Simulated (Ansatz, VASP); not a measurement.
**BAs: VASP beside Ansatz**

```
B As
1.0
     0.00000    2.40230    2.40230
     2.40230    0.00000    2.40230
     2.40230    2.40230    0.00000
B As
1 1
Cartesian
  0.0000 0.0000 0.0000
  1.2012 1.2012 1.2012
```

Alike in both runs: functional PBE; k mesh 8 × 8 × 8; occupations gaussian, width 0.1 eV; no spin polarisation.

Ansatz relaxed the structure, and its values are those at the end. VASP's run is a single point on that final structure, the one shown.

|  | VASP | Ansatz |
| --- | --- | --- |
| version | VASP 6.6.1 | Ansatz 0.2.0 |
| potentials or method | VASP PAW PBE potentials, release 64 (B, As), cutoff 500 eV | scalar-relativistic, plane waves, PAW |
| valence electrons in the cell | 8 | 18 |

Ansatz gave:

| Property | Result |
| --- | --- |
| gap on the k mesh at the Fermi level (eV) | 1.21 |
| least direct gap on the mesh (eV) | 3.26 |
| pressure (GPa) | 0.4 |

**Question.** What did VASP give for the same quantities?

**Answer.** gap on the k mesh at the Fermi level (eV): 1.21; least direct gap on the mesh (eV): 3.25; pressure (GPa): 1.0.

The functional is the same, so the differences come from potentials, cutoffs and numerics. VASP's potentials hold 8 valence electrons a cell and Ansatz's 18, so a difference there can come from the potentials and not from the codes.
